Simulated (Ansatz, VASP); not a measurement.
## Two plane-wave programs on Ba

Contents of INCAR:

```
  ALGO = Normal
  EDIFF = 1E-6
  ENCUT = 520
  GGA = PE
  ISIF = 2
  ISMEAR = -1
  LASPH = T
  LCHARG = T
  LELF = T
  LREAL = F
  LVHAR = T
  LWAVE = F
  NBANDS = 11
  NELM = 80
  PREC = Accurate
  SIGMA = 0.1
```

The input KPOINTS:

```
k-points
0
Gamma
  10 10 10
```

POSCAR

```
Ba
1.0
    0.0000000000      2.7957077850      2.7957077850
    2.7957077850      0.0000000000      2.7957077850
    2.7957077850      2.7957077850      0.0000000000
Ba
1
Direct
    0.0000000000      0.0000000000      0.0000000000
```

Input for Ansatz:

```yaml
crystal:
  lattice:
    - [0.0, 2.795707785, 2.795707785]
    - [2.795707785, 0.0, 2.795707785]
    - [2.795707785, 2.795707785, 0.0]
  atoms:
    - { symbol: Ba, position: [0.0, 0.0, 0.0] }
kpoints:
  mp_grid: { grid: [10, 10, 10] }
scf:
  occupations: { method: fermi_dirac, width: 0.1 }
hamiltonian:
  xc: pbe
  pseudopotentials: { kind: paw }
output:
  forces: true
  stress: true
  eigenvalues: true
  populations: true
```

Change from the starting cell: volume scaled by 0.68, PAW files.

Alike in both runs: task single point; functional PBE; k mesh 10 × 10 × 10; occupations fermi-dirac, width 0.1 eV; no spin polarisation.

|  | VASP | Ansatz |
| --- | --- | --- |
| version | VASP 6.6.1 | Ansatz 0.2.0 |
| potentials or method | VASP PAW PBE potentials, release 64 (Ba_sv) | PAW with Ansatz's default frozen-core files, scalar-relativistic |
| plane-wave cutoff (eV) | 520 | 420 |
| valence electrons in the cell | 10 | 10 |

VASP gave:

```
pressure (GPa) : 5.1
```

Q: Estimate Ansatz's values.

A: Pressure (GPa): 4.8.

Neither program's run includes spin-orbit coupling.
